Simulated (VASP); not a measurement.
# C (P6_3/mmc) in VASP: further runs

Runs on C. Level: PBE. Tasks: single point.

The COD entry that gives the cell may itself be a prediction, so a difference from it is no test against experiment.

Everything below comes from runs of VASP 6.6.1. Logs are shortened: lines on timing, memory, paths and dates and some standing lists are left out, and cuts for length are marked.

**1. The cell of the first run**

The structure is hexagonal, space group P6_3/mmc (No. 194). The conventional cell has a = 2.466 Å, b = 2.466 Å, c = 8.136 Å, α = 90.00°, β = 90.00°, γ = 120.00°. Within 2.0 Å of C (site symmetry 3m) lie 4 C at 1.51 Å. Within 2.0 Å of C (site symmetry 3m) lie 4 C at 1.51 to 1.54 Å.

**2. Single point, PBE (volume scaled by 0.94, then relaxed in part)**

INCAR reads:

```
SYSTEM = C
ALGO = Normal
EDIFF = 1E-7
ENCUT = 520
GGA = PE
ISIF = 2
ISMEAR = 0
LASPH = .TRUE.
LCHARG = .FALSE.
LREAL = .FALSE.
LWAVE = .FALSE.
NBANDS = 26
NELM = 100
PREC = Accurate
SIGMA = 0.02
```

KPOINTS reads:

```
k-points
0
G
  12 12 4
  0 0 0
```

POSCAR reads:

```
C
1.0
    2.4664191508      0.0000000000      0.0000000000
   -1.2332095754      2.1359816410      0.0000000000
    0.0000000000      0.0000000000      8.1363573677
C
8
Direct
    0.0000000000      0.0000000000      0.0929464659
    0.0000000000      0.0000000000      0.5929464659
    0.0000000000      0.0000000000      0.4070535341
    0.0000000000      0.0000000000      0.9070535341
    0.3333333333      0.6666666667      0.1556270874
    0.6666666667      0.3333333333      0.6556270874
    0.3333333333      0.6666666667      0.3443729126
    0.6666666667      0.3333333333      0.8443729126
```

Potentials or basis: VASP PAW PBE potentials, release 64 (C).

The run is started by

```
> cat potpaw_PBE.64/C/POTCAR > POTCAR
> mpirun -np 1 vasp_std > vasp.out
```

OUTCAR:

```text
SYSTEM = C
   EDIFF = 1E-7
   ENCUT = 520
   GGA = PE
   ISIF = 2
   ISMEAR = 0
   LASPH = .TRUE.
   LREAL = .FALSE.
   NELM = 100
   PREC = Accurate

 ion  position               nearest neighbor table
   1  0.000  0.000  0.093-   4 1.51   5 1.51   5 1.51   5 1.51
   2  0.000  0.000  0.593-   3 1.51   6 1.51   6 1.51   6 1.51
   3  0.000  0.000  0.407-   2 1.51   7 1.51   7 1.51   7 1.51
   4  0.000  0.000  0.907-   1 1.51   8 1.51   8 1.51   8 1.51
   5  0.333  0.667  0.156-   1 1.51   1 1.51   1 1.51   7 1.54
   6  0.667  0.333  0.656-   2 1.51   2 1.51   2 1.51   8 1.54
   7  0.333  0.667  0.344-   3 1.51   3 1.51   3 1.51   5 1.54
   8  0.667  0.333  0.844-   4 1.51   4 1.51   4 1.51   6 1.54

  LATTYP: Found a hexagonal cell.
 ALAT       =     2.4664191508
 C/A-ratio  =     3.2988542783

  Lattice vectors:

 A1 = (   2.4664191508,   0.0000000000,   0.0000000000)
 A2 = (  -1.2332095754,   2.1359816410,   0.0000000000)
 A3 = (   0.0000000000,   0.0000000000,   8.1363573677)

Analysis of symmetry for initial positions (statically):
=====================================================================
 Subroutine PRICEL returns:
 Original cell was already a primitive cell.

 Routine SETGRP: Setting up the symmetry group for a
 hexagonal supercell.

 Subroutine GETGRP returns: Found 24 space group operations
 (whereof 12 operations were pure point group operations)
 out of a pool of 24 trial point group operations.

The static configuration has the point symmetry D_3d.
 The point group associated with its full space group is D_6h.

Analysis of symmetry for dynamics (positions and initial velocities):
=====================================================================
 Subroutine PRICEL returns:
 Original cell was already a primitive cell.

 Routine SETGRP: Setting up the symmetry group for a
 hexagonal supercell.

 Subroutine GETGRP returns: Found 24 space group operations
 (whereof 12 operations were pure point group operations)
 out of a pool of 24 trial point group operations.

The dynamic configuration has the point symmetry D_3d.
 The point group associated with its full space group is D_6h.

[... 109 lines left out ...]
   NELM   =    100;   NELMIN=  2; NELMDL= -5     # of ELM steps
   EDIFF  = 0.1E-06   stopping-criterion for ELM
   LREAL  =      F    real-space projection
   EDIFFG = 0.1E-05   stopping-criterion for IOM
   NSW    =      0    number of steps for IOM
   IBRION =     -1    ionic relax: 0-MD 1-quasi-New 2-CG
   NFREE  =      0    steps in history (QN), initial steepest desc. (CG)
   ISIF   =      2    stress and relaxation
   ISYM   =      2    0-nonsym 1-usesym 2-fastsym
   POTIM  = 0.5000    time-step for ionic-motion
   TEBEG  =    0.0;   TEEND  =   0.0 temperature during run
   PSTRESS=    0.0 pullay stress
   NELECT =      32.0000    total number of electrons
   NUPDOWN=      -1.0000    fix difference up-down
   EMIN   =  10.00;   EMAX   =-10.00  energy-range for DOS
   EFERMI =   0.00;   METHOD = LEGACY
   ISMEAR =     0;   SIGMA  =   0.02  broadening in eV -4-tet -1-fermi 0-gaus
   EFERMI_NEDOS =   21; number of points for ismear=-14 and -15
   IALGO  =     38    algorithm
   IMIX   =      4    mixing-type and parameters
     AMIX     =   0.40;   BMIX     =  1.00
     AMIX_MAG =   1.60;   BMIX_MAG =  1.00
  volume/ion in A,a.u.               =       5.36        36.16
  Fermi-wavevector in a.u.,A,eV,Ry     =   1.485115  2.806460 30.008546  2.205566
  Thomas-Fermi vector in A             =   2.598567
   LORBIT       =      0    0 simple, 1 ext, 2 COOP (PROOUT), +10 PAW based schemes
   GGA     = PE    functional components
   LHFCALC =     F    Hartree Fock is set to
   AEXX    =    0.0000 exact exchange contribution
   IVDW    =     0    specifies the selected vdW correction
   LEPSILON=     F    determine dielectric tensor
   LRPA    =     F    only Hartree local field effects (RPA)
 non-spin polarized calculation
 Gauss-broadening in eV      SIGMA  =   0.02
  energy-cutoff  :      520.00
  volume of cell :       42.86
 maximum number of plane-waves:      1172
   NGX =  9   NGY =  9   NGZ = 31

 number of electron      31.9999994 magnetization

 Free energy of the ion-electron system (eV)
  ---------------------------------------------------
  ext. energy  EPLUGINS =         0.00000000
  ---------------------------------------------------
  free energy    TOTEN  =       -72.40777865 eV

  energy without entropy =      -72.40777865  energy(sigma->0) =      -72.40777865

 E-fermi :  10.8372     XC(G=0): -13.5367

 val. band max:       10.7238136376   @ k =   0.0000   0.0000   0.0000
 cond. band min:      15.4011134734   @ k =   0.4167   0.0000   0.0000
 fundamental gap:      4.6772998358
 Fermi energy:        10.8371712939

 k-point     1 :       0.0000    0.0000    0.0000
  band No.  band energies     occupation
      1     -11.7007      2.00000
      2      -9.9873      2.00000
      3      -9.8887      2.00000
      4      -5.6994      2.00000
      5      -3.4709      2.00000
      6       3.5690      2.00000
[... 685 lines left out ...]
     25      21.6183      0.00000
     26      23.5239      0.00000

 [... further k-points ...]

------------------------ aborting loop because EDIFF is reached ----------------------------------------

  FORCE on cell =-STRESS in cart. coord.  units (eV):
  Direction    XX          YY          ZZ          XY          YZ          ZX
  --------------------------------------------------------------------------------------
  -------------------------------------------------------------------------------------
  Total        8.2931960      8.2931960      8.2794593      0.0000000      0.0000000      0.0000000
  in kB      309.9831575    309.9831575    309.4697065      0.0000000      0.0000000      0.0000000
  external PRESSURE =     309.8120072 kB  Pullay stress =       0.0000000 kB

 VOLUME and BASIS-vectors are now :
 -----------------------------------------------------------------------------
  energy-cutoff  :      520.00
  volume of cell :       42.86
      direct lattice vectors                 reciprocal lattice vectors
     2.466419151  0.000000000  0.000000000     0.405446090  0.234084409  0.000000000
    -1.233209575  2.135981641  0.000000000     0.000000000  0.468168818  0.000000000
     0.000000000  0.000000000  8.136357368     0.000000000  0.000000000  0.122905123

 POSITION                                       TOTAL-FORCE (eV/Angst)
 -----------------------------------------------------------------------------------
      0.00000      0.00000      0.75625         0.000000     -0.000000     -0.001187
      0.00000      0.00000      4.82442        -0.000000     -0.000000     -0.001187
      0.00000      0.00000      3.31193         0.000000      0.000000      0.001187
      0.00000      0.00000      7.38011        -0.000000      0.000000      0.001187
     -0.00000      1.42399      1.26624        -0.000000      0.000000      0.005310
      1.23321      0.71199      5.33442        -0.000000     -0.000000      0.005310
     -0.00000      1.42399      2.80194         0.000000      0.000000     -0.005310
      1.23321      0.71199      6.87012        -0.000000      0.000000     -0.005310
 -----------------------------------------------------------------------------------
    total drift:                               -0.000000      0.000000      0.000000

  FREE ENERGIE OF THE ION-ELECTRON SYSTEM (eV)
  ---------------------------------------------------
  free  energy   TOTEN  =       -72.4077786495 eV

  energy  without entropy=      -72.4077786495  energy(sigma->0) =      -72.40777865
```

OSZICAR:

```text
N       E                     dE             d eps       ncg     rms          rms(c)
DAV:   1     0.666991923109E+02    0.66699E+02   -0.16690E+04  2964   0.120E+03
DAV:   2    -0.704142463630E+02   -0.13711E+03   -0.12927E+03  3994   0.234E+02
DAV:   3    -0.753922051513E+02   -0.49780E+01   -0.49425E+01  4000   0.389E+01
DAV:   4    -0.754326644648E+02   -0.40459E-01   -0.40415E-01  3782   0.393E+00
DAV:   5    -0.754332480931E+02   -0.58363E-03   -0.58332E-03  3960   0.438E-01    0.119E+01
DAV:   6    -0.731637244933E+02    0.22695E+01   -0.14448E+00  3374   0.658E+00    0.714E+00
DAV:   7    -0.724037437100E+02    0.75998E+00   -0.17361E+00  3504   0.744E+00    0.160E+00
DAV:   8    -0.724075690773E+02   -0.38254E-02   -0.40408E-02  3776   0.110E+00    0.102E-01
DAV:   9    -0.724077047021E+02   -0.13562E-03   -0.65300E-04  3864   0.170E-01    0.333E-02
DAV:  10    -0.724077620479E+02   -0.57346E-04   -0.58684E-05  3592   0.511E-02    0.146E-02
DAV:  11    -0.724077781506E+02   -0.16103E-04   -0.11631E-05  3706   0.242E-02    0.253E-03
DAV:  12    -0.724077786745E+02   -0.52392E-06   -0.71771E-07  3920   0.581E-03    0.620E-04
DAV:  13    -0.724077786495E+02    0.24943E-07   -0.43557E-08  2510   0.152E-03
   1 F= -.72407779E+02 E0= -.72407779E+02  d E =-.437822E-18
```

stdout:

```text
POSCAR found type information on POSCAR C
 POSCAR found :  1 types and       8 ions
 scaLAPACK will be used
 LDA part: xc-table for (Slater+PW92), standard interpolation
 POSCAR, INCAR and KPOINTS ok, starting setup
 FFT: planning ... GRIDC
 FFT: planning ... GRID_SOFT
 FFT: planning ... GRID
 WAVECAR not read
 entering main loop
```

Run time: 23 s. Hardware: 1 thread of Intel Xeon 6975P-C (Granite Rapids), shared host; peak memory 0.17 GiB.

Results:

```yaml
Free_energy: -72.4078 eV
Pressure: 31.0 GPa
Largest_force: 0.005 eV/Å
Band_gap_on_the_k_mesh: 4.68 eV, indirect (least direct gap 5.42 eV)
```

Forces on the atoms (eV/Å):
```
C    0.000  0.000 -0.001
C    0.000  0.000 -0.001
C    0.000  0.000  0.001
C    0.000  0.000  0.001
C    0.000  0.000  0.005
C    0.000  0.000  0.005
C    0.000  0.000 -0.005
C    0.000  0.000 -0.005
```

(Continued in part 2 of 2.)
